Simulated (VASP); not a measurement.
Input of a VASP 6.6.1 run:

Contents of POSCAR:

```
ZnO
1.0
    3.2348692153      0.0000000000      0.0000000000
   -1.6174346076      2.8014789184      0.0000000000
    0.0000000000      0.0000000000      5.0038190767
Zn O
2 2
Direct
    0.6666666667      0.3333333333      0.4975804252
    0.3333333333      0.6666666667     -0.0024195748
    0.6666666667      0.3333333333      0.8827295748
    0.3333333333      0.6666666667      0.3827295748
```

Contents of INCAR.step1:

```
PREC = Accurate
ENCUT = 520
ISMEAR = 0
SIGMA = 0.02
LREAL = False
LASPH = True
NELM = 80
GGA = PE
ALGO = Normal
EDIFF = 1E-4
LWAVE = True
LCHARG = False
```

File INCAR.step2:

```
PREC = Accurate
ENCUT = 520
EDIFF = 1E-7
ISMEAR = 0
SIGMA = 0.02
LREAL = False
LASPH = True
NELM = 80
ALGO = Normal
ISIF = 2
LWAVE = False
LCHARG = False
METAGGA = R2SCAN
LMIXTAU = True
IBRION = 2
NSW = 60
EDIFFG = -0.008
ISTART = 1
```

The input KPOINTS:

```
regular mesh
0
Gamma
  12 12 6
```

Potentials or basis: VASP PAW PBE potentials, release 64 (Zn, O).

The run is started by

```sh
$ cat potpaw_PBE.64/Zn/POTCAR potpaw_PBE.64/O/POTCAR > POTCAR
$ cp INCAR.step1 INCAR
$ mpirun -np 1 vasp_std > vasp.out
$ cp INCAR.step2 INCAR
$ mpirun -np 1 vasp_std > vasp.out
```

**Question.** What does it give for the band gap on the k mesh?

**Answer.** 1.34 eV.

**Question.** Estimate the energy gained by relaxing.

**Answer.** 2.4 meV/atom.

Step by step:
```
step  energy change (eV)  largest force (eV/Å)  pressure (GPa)
   1              0.0000                0.2813            7.89
   2             -0.0092                0.0618            7.68
   3             -0.0096                0.0030            7.65
```

Caveat: the cell differs from its parent crystal (strain along c alone, the other axes held: -4.0 %); the PAW data sets were made with another functional, which shifts forces and pressure a little.
